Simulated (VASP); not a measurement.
# HgTe (F-43m) in VASP: notebook

Aim: see how the results for HgTe move with the level of theory and the settings. Levels: RPBE, LDA, revPBE+D3(BJ), r2SCAN+rVV10. Tasks: relaxation of cell and atoms.

All numbers are computed with VASP 6.6.1; they aren't measurements. Logs are shortened: lines on timing, memory, paths and dates and some standing lists are left out, and cuts for length are marked.

## (1) The cell of the first run

The structure is cubic, space group F-43m (No. 216). Conventional cell: a = 6.429 Å, b = 6.429 Å, c = 6.429 Å, α = 90.00°, β = 90.00°, γ = 90.00°. Hg (site symmetry -43m) has 4 Te at 2.78 Å within 3.7 Å. Within 3.7 Å of Te (site symmetry -43m) lie 4 Hg at 2.78 Å.

## (2) Relaxation of cell and atoms, RPBE

Contents of INCAR:

```
  PREC = Accurate
  ENCUT = 500
  EDIFF = 1E-7
  ISMEAR = 1
  SIGMA = 0.2
  LREAL = F
  LASPH = T
  NELM = 120
  ALGO = Normal
  ISIF = 3
  LWAVE = F
  LCHARG = F
  GGA = RP
  IBRION = 2
  NSW = 80
  EDIFFG = -0.01
  GGA_COMPAT = F
  NELMIN = 4
```

Contents of KPOINTS:

```
Automatic mesh
0
Gamma
  3 3 3
```

Contents of POSCAR:

```
HgTe
1.0
    0.0000000000      3.2145000000      3.2145000000
    3.2145000000      0.0000000000      3.2145000000
    3.2145000000      3.2145000000      0.0000000000
Hg Te
1 1
Direct
    0.0000000000      0.0000000000      0.0000000000
    0.7500000000      0.7500000000      0.7500000000
```

Potentials or basis: VASP PAW PBE potentials, release 64 (Hg, Te).

Command:

```console
$ cat potpaw_PBE.64/Hg/POTCAR potpaw_PBE.64/Te/POTCAR > POTCAR
$ mpirun -np 1 vasp_std > vasp.out
```

OUTCAR:

```text
PREC = Accurate
   ENCUT = 500
   EDIFF = 1E-7
   ISMEAR = 1
   LREAL = F
   LASPH = T
   NELM = 120
   ISIF = 3
   GGA = RP
   IBRION = 2
   NSW = 80
   EDIFFG = -0.01
   NELMIN = 4

 ion  position               nearest neighbor table
   1  0.000  0.000  0.000-   2 2.78   2 2.78   2 2.78   2 2.78
   2  0.750  0.750  0.750-   1 2.78   1 2.78   1 2.78   1 2.78

  LATTYP: Found a face centered cubic cell.
 ALAT       =     6.4290000000

  Lattice vectors:

 A1 = (   0.0000000000,   3.2145000000,   3.2145000000)
 A2 = (   3.2145000000,   0.0000000000,   3.2145000000)
 A3 = (   3.2145000000,   3.2145000000,   0.0000000000)

Analysis of symmetry for initial positions (statically):
=====================================================================
 Subroutine PRICEL returns:
 Original cell was already a primitive cell.

 Routine SETGRP: Setting up the symmetry group for a
 face centered cubic supercell.

 Subroutine GETGRP returns: Found 24 space group operations
 (whereof 24 operations were pure point group operations)
 out of a pool of 48 trial point group operations.

The static configuration has the point symmetry T_d .

Analysis of symmetry for dynamics (positions and initial velocities):
=====================================================================
 Subroutine PRICEL returns:
 Original cell was already a primitive cell.

 Routine SETGRP: Setting up the symmetry group for a
 face centered cubic supercell.

 Subroutine GETGRP returns: Found 24 space group operations
 (whereof 24 operations were pure point group operations)
 out of a pool of 48 trial point group operations.

The dynamic configuration has the point symmetry T_d .

 Subroutine INISYM returns: Found 24 space group operations
 (whereof 24 operations are pure point group operations),
 and found     1 'primitive' translations

----------------------------------------------------------------------------------------

                                     Primitive cell

  volume of cell :      66.4309

  direct lattice vectors                    reciprocal lattice vectors
     0.000000000  3.214500000  3.214500000    -0.155545186  0.155545186  0.155545186
     3.214500000  0.000000000  3.214500000     0.155545186 -0.155545186  0.155545186
     3.214500000  3.214500000  0.000000000     0.155545186  0.155545186 -0.155545186

  length of vectors
     4.545989496  4.545989496  4.545989496     0.269412165  0.269412165  0.269412165

  position of ions in fractional coordinates (direct lattice)
     0.000000000  0.000000000  0.000000000
     0.750000000  0.750000000  0.750000000

  ion indices of the primitive-cell ions
   primitive index   ion index
                 1           1
                 2           2

----------------------------------------------------------------------------------------

 KPOINTS: Automatic mesh

Automatic generation of k-mesh.
 Grid dimensions read from file:
 generate k-points for:    3    3    3

 Generating k-lattice:

  Cartesian coordinates                     Fractional coordinates (reciprocal lattice)
    -0.051848395  0.051848395  0.051848395     0.333333333  0.000000000  0.000000000
     0.051848395 -0.051848395  0.051848395     0.000000000  0.333333333  0.000000000
     0.051848395  0.051848395 -0.051848395     0.000000000  0.000000000  0.333333333

  Length of vectors
     0.089804055  0.089804055  0.089804055

  Shift w.r.t. Gamma in fractional coordinates (k-lattice)
     0.000000000  0.000000000  0.000000000

 Subroutine IBZKPT returns following result:
 ===========================================

 Found      4 irreducible k-points:

 Following reciprocal coordinates:
            Coordinates               Weight
  0.000000  0.000000  0.000000      1.000000
  0.333333  0.000000  0.000000      8.000000
  0.333333  0.333333  0.000000      6.000000
 -0.333333  0.333333  0.000000     12.000000
   k-points           NKPTS =      4   k-points in BZ     NKDIM =      4   number of bands    NBANDS=     13
   number of dos      NEDOS =    301   number of ions     NIONS =      2
   total plane-waves  NPLWV =  46656
   dimension x,y,z NGX =    36 NGY =   36 NGZ =   36
   dimension x,y,z NGXF=    72 NGYF=   72 NGZF=   72
   ions per type =               1   1
   NGX,Y,Z   is equivalent  to a cutoff of  13.17, 13.17, 13.17 a.u.
   NGXF,Y,Z  is equivalent  to a cutoff of  26.33, 26.33, 26.33 a.u.
 SYSTEM =  unknown system
   PREC   = accura    normal or accurate (medium, high low for compatibility)
   ISTART =      0    job   : 0-new  1-cont  2-samecut
   ICHARG =      2    charge: 1-file 2-atom 10-const
   ISPIN  =      1    spin polarized calculation?
   LNONCOLLINEAR =      F non collinear calculations
   LSORBIT =      F    spin-orbit coupling
   LASPH  =      T    aspherical Exc in radial PAW
   ENCUT  =  500.0 eV  36.75 Ry    6.06 a.u.   8.29  8.29  8.29*2*pi/ulx,y,z
   NELM   =    120;   NELMIN=  4; NELMDL= -5     # of ELM steps
   EDIFF  = 0.1E-06   stopping-criterion for ELM
   LREAL  =      F    real-space projection
   EDIFFG = -.1E-01   stopping-criterion for IOM
   NSW    =     80    number of steps for IOM
   IBRION =      2    ionic relax: 0-MD 1-quasi-New 2-CG
   NFREE  =      1    steps in history (QN), initial steepest desc. (CG)
   ISIF   =      3    stress and relaxation
   ISYM   =      2    0-nonsym 1-usesym 2-fastsym
   POTIM  = 0.5000    time-step for ionic-motion
   TEBEG  =    0.0;   TEEND  =   0.0 temperature during run
   PSTRESS=    0.0 pullay stress
   NELECT =      18.0000    total number of electrons
   NUPDOWN=      -1.0000    fix difference up-down
   EMIN   =  10.00;   EMAX   =-10.00  energy-range for DOS
   EFERMI =   0.00;   METHOD = LEGACY
   ISMEAR =     1;   SIGMA  =   0.20  broadening in eV -4-tet -1-fermi 0-gaus
   EFERMI_NEDOS =   21; number of points for ismear=-14 and -15
   IALGO  =     38    algorithm
   IMIX   =      4    mixing-type and parameters
     AMIX     =   0.40;   BMIX     =  1.00
     AMIX_MAG =   1.60;   BMIX_MAG =  1.00
  volume/ion in A,a.u.               =      33.22       224.15
  Fermi-wavevector in a.u.,A,eV,Ry     =   1.059357  2.001894 15.268958  1.122237
  Thomas-Fermi vector in A             =   2.194699
   LORBIT       =      0    0 simple, 1 ext, 2 COOP (PROOUT), +10 PAW based schemes
   GGA     = RP    functional components
   LHFCALC =     F    Hartree Fock is set to
   AEXX    =    0.0000 exact exchange contribution
   IVDW    =     0    specifies the selected vdW correction
   LEPSILON=     F    determine dielectric tensor
   LRPA    =     F    only Hartree local field effects (RPA)
 conjugate gradient relaxation of ions
 non-spin polarized calculation
 Methfessel and Paxton  Order N= 1 SIGMA  =   0.20
  energy-cutoff  :      500.00
  volume of cell :       66.43
 maximum number of plane-waves:      1700
 NGX is ok and might be reduce to    36
   NGX = 17   NGY = 17   NGZ = 17

--------------------------------------- Ionic step        1  -------------------------------------------

 number of electron      18.0000000 magnetization

 Free energy of the ion-electron system (eV)
  ---------------------------------------------------
  ext. energy  EPLUGINS =         0.00000000
  ---------------------------------------------------
  free energy    TOTEN  =        -2.47300377 eV

  energy without entropy =       -2.46747362  energy(sigma->0) =       -2.47116039

------------------------ aborting loop because EDIFF is reached ----------------------------------------

  FORCE on cell =-STRESS in cart. coord.  units (eV):
  Direction    XX          YY          ZZ          XY          YZ          ZX
  --------------------------------------------------------------------------------------
  -------------------------------------------------------------------------------------
  Total        3.2281708      3.2281708      3.2281708     -0.0000000      0.0000000      0.0000000
  in kB       77.8568459     77.8568459     77.8568459     -0.0000000      0.0000000      0.0000000
  external PRESSURE =      77.8568459 kB  Pullay stress =       0.0000000 kB

 VOLUME and BASIS-vectors are now :
 -----------------------------------------------------------------------------
  energy-cutoff  :      500.00
  volume of cell :       66.43
      direct lattice vectors                 reciprocal lattice vectors
     0.000000000  3.214500000  3.214500000    -0.155545186  0.155545186  0.155545186
     3.214500000  0.000000000  3.214500000     0.155545186 -0.155545186  0.155545186
     3.214500000  3.214500000  0.000000000     0.155545186  0.155545186 -0.155545186
[... 73 lines left out ...]
 POSITION                                       TOTAL-FORCE (eV/Angst)
 -----------------------------------------------------------------------------------
      0.00000     -0.00000      0.00000        -0.000000     -0.000000      0.000000
      5.12770      5.12770      5.12770         0.000000      0.000000     -0.000000
 -----------------------------------------------------------------------------------
    total drift:                               -0.000000     -0.000000      0.000000

  FREE ENERGIE OF THE ION-ELECTRON SYSTEM (eV)
  ---------------------------------------------------
  free  energy   TOTEN  =        -2.7473140592 eV

  energy  without entropy=       -2.7418940114  energy(sigma->0) =       -2.74550738

--------------------------------------- Ionic step        4  -------------------------------------------

 number of electron      18.0000003 magnetization

 Free energy of the ion-electron system (eV)
  ---------------------------------------------------
  ext. energy  EPLUGINS =         0.00000000
  ---------------------------------------------------
  free energy    TOTEN  =        -2.74735276 eV

  energy without entropy =       -2.74194529  energy(sigma->0) =       -2.74555027

 E-fermi :   1.6777     XC(G=0):  -7.6810

 val. band max:        1.6376456480   @ k =   0.0000   0.0000   0.0000
 cond. band min:       2.4409517158   @ k =   0.3333   0.0000   0.0000
 fundamental gap:      0.8033060678
 Fermi energy:         1.6776798154

 k-point     1 :       0.0000    0.0000    0.0000
  band No.  band energies     occupation
      1      -9.2281      2.00000
      2      -4.9287      2.00000
      3      -4.9287      2.00000
      4      -4.9287      2.00000
      5      -4.5936      2.00000
      6      -4.5936      2.00000
      7       0.5968      2.00000
      8       1.6376      1.33139
      9       1.6376      1.33139
     10       1.6376      1.33139
     11       6.1454      0.00000
     12       6.1454      0.00000
     13       6.1454      0.00000

 k-point     2 :       0.3333    0.0000    0.0000
  band No.  band energies     occupation
      1      -8.9485      2.00000
      2      -4.8645      2.00000
      3      -4.8645      2.00000
      4      -4.6412      2.00000
      5      -4.5882      2.00000
      6      -4.5882      2.00000
      7      -2.0507      2.00000
      8       1.1023      2.00037
      9       1.1023      2.00037
     10       2.4410     -0.00000
     11       6.7853      0.00000
[... 54 lines left out ...]
 POSITION                                       TOTAL-FORCE (eV/Angst)
 -----------------------------------------------------------------------------------
      3.42255      6.84509      3.42255        -0.000000      0.000000      0.000000
      5.13382      5.13382      5.13382         0.000000     -0.000000     -0.000000
 -----------------------------------------------------------------------------------
    total drift:                               -0.000000     -0.000000      0.000000

  FREE ENERGIE OF THE ION-ELECTRON SYSTEM (eV)
  ---------------------------------------------------
  free  energy   TOTEN  =        -2.7473527602 eV

  energy  without entropy=       -2.7419452868  energy(sigma->0) =       -2.74555027

 reached required accuracy - stopping structural energy minimisation
```

It took 18 s on 1 thread of AMD EPYC 9R45 (Zen 5), shared host; peak memory 0.18 GiB.

What came out:

```
Free energy                           : -2.7474 eV
Relaxed volume                        : 40.09 Å³/atom
Relaxed cell                          : a = 4.840 Å, b = 4.840 Å, c = 4.840 Å, α = 60.00°, β = 60.00°, γ = 60.00°
Space group after relaxing (to 0.1 Å) : F-43m (No. 216)
Energy gained by relaxing             : 137.2 meV/atom
Ionic steps                           : 4
Pressure after relaxing               : 0.0 GPa
Band gap on the k mesh                : zero (filled and empty bands touch)
```

The path:
```
step  energy change (eV)  largest force (eV/Å)  pressure (GPa)  volume (Å³)
   1              0.0000                0.0000            7.79        66.43
   2             -0.2656                0.0000           -0.88        83.19
   3             -0.2743                0.0000            0.07        79.90
   4             -0.2743                0.0000           -0.02        80.18
```

Final structure:
```xyz
2
Lattice="0.0000 3.4225 3.4225 3.4225 0.0000 3.4225 3.4225 3.4225 0.0000" Properties=species:S:1:pos:R:3 pbc="T T T"
Hg    3.4225    6.8451    3.4225
Te    5.1338    5.1338    5.1338
```

Levels at points of the mesh, in eV from the Fermi level:
| k point | band 7 | band 8 | band 9 | band 10 | band 11 | band 12 |
| --- | --- | --- | --- | --- | --- | --- |
| (0.00, 0.00, 0.00) | -1.08 | -0.04 | -0.04 | -0.04 | 4.47 | 4.47 |

Caveat: the k points lie up to 0.53 Å⁻¹ apart in the final cell; the volume moved by over 15 % at a fixed basis, so the end points are rough; semilocal functionals underestimate gaps, so a narrow gap can read as zero; the PAW data sets were made with another functional, which shifts forces and pressure a little; spin-orbit coupling is left out, which moves the levels of the heavy elements.

(Continued in part 2 of 2.)
